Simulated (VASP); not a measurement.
Wanted: the native input for a VASP 6.6.1 run.

```yaml
Task: relaxation of the atoms
Functional: PBE
Potentials_or_basis: VASP PAW PBE potentials, release 64 (Al, Pt)
Cutoff: 520 eV
k_mesh: 6 × 6 × 1
Occupations: gaussian, width 0.1 eV
Spin: no spin polarisation
Dipole_correction: yes
Atoms_held_fixed_from_0: "[0, 1, 2, 3, 4, 5, 6, 7, 8, 9, 10, 11]"
Further_INCAR_settings: ALGO = Normal; EDIFF = 1e-07; IBRION = 2; EDIFFG = -0.025; NSW = 36
Atoms_held_along_some_axes_from_0: atom 12 along a and b
```

The structure of Al12Pt lies in POSCAR:

```
Al12Pt
1.0
    5.7135165837      0.0000000000      0.0000000000
   -2.8567582918      4.9480505064      0.0000000000
    0.0000000000      0.0000000000     20.1013782055
Al Pt
12 1
Selective dynamics
Direct
    0.3333333333      0.1666666667      0.1989913308  F F F
    0.3333333333      0.6666666667      0.1989913308  F F F
    0.8333333333      0.1666666667      0.1989913308  F F F
    0.8333333333      0.6666666667      0.1989913308  F F F
    0.1666666667      0.3333333333      0.3134471548  F F F
    0.1666666667      0.8333333333      0.3134471548  F F F
    0.6666666667      0.3333333333      0.3134471548  F F F
    0.6666666667      0.8333333333      0.3134471548  F F F
    0.0000000000      0.0000000000      0.4278999240  F F F
    0.0000000000      0.5000000000      0.4278999240  F F F
    0.5000000000      0.0000000000      0.4278999240  F F F
    0.5000000000      0.5000000000      0.4278999240  F F F
    0.0000000000      0.0000000000      0.5562493323  F F T
```

The input as run:

INCAR

```
PREC = Accurate
ENCUT = 520
EDIFF = 1E-7
ISMEAR = 0
SIGMA = 0.1
LREAL = F
LASPH = T
NELM = 60
ALGO = Normal
ISIF = 2
LWAVE = F
LCHARG = F
LDIPOL = T
IDIPOL = 3
DIPOL = 0.5 0.5 0.332
GGA = PE
IBRION = 2
NSW = 36
EDIFFG = -0.025
```

KPOINTS

```
Automatic mesh
0
Gamma
  6 6 1
```

Potentials or basis: VASP PAW PBE potentials, release 64 (Al, Pt).

Command:

```sh
$ cat potpaw_PBE.64/Al/POTCAR potpaw_PBE.64/Pt/POTCAR > POTCAR
$ mpirun -np 1 vasp_std > vasp.out
```

It gave:

The energy gained by relaxing is 54.3 meV/atom and the ionic steps are 8. The band gap on the k mesh is zero (bands 23 and 24 overlap by 0.79 eV).

Caveat: spin-orbit coupling is left out, which moves the levels of the heavy elements.

It took 20 min on 1 thread of Intel(R) Xeon(R) Platinum 8488C (Sapphire Rapids), on a shared host, peak memory 0.68 GiB.
